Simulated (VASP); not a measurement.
Runs of VASP 6.6.1 on P. The structure is that of space group Cmce (No. 64), or close to it. The cells are those of the table. 

```csv
cell,gap on the mesh (eV),pressure (GPa),largest force (eV/Å)
"a = 3.416, b = 9.780, c = 3.771 Å, 8 atoms",none,-0.4,0.04
"a = 3.215, b = 9.923, c = 3.972 Å, 8 atoms",none,2.0,0.04
"a = 3.550, b = 9.670, c = 3.671 Å, 8 atoms",none,(b),0.03
"a = 3.282, b = 9.940, c = 3.875 Å, 8 atoms",none,(a),0.04
```

Alike in all rows: task single point; level PBEsol+D3(BJ); potentials or basis VASP PAW PBE potentials, release 64 (P); no spin polarisation; k mesh 10 × 4 × 10; cutoff (eV) 520; smearing gaussian 0.1 eV.

Problem. Estimate the missing entries.

Solution. (a) 0.8; (b) -2.2.

Caveats: the PAW data sets were made with another functional, which shifts forces and pressure a little; pairwise dispersion overbinds metals, which lowers pressure and volume.

A gap of «none» marks levels without a gap at the run's occupations.
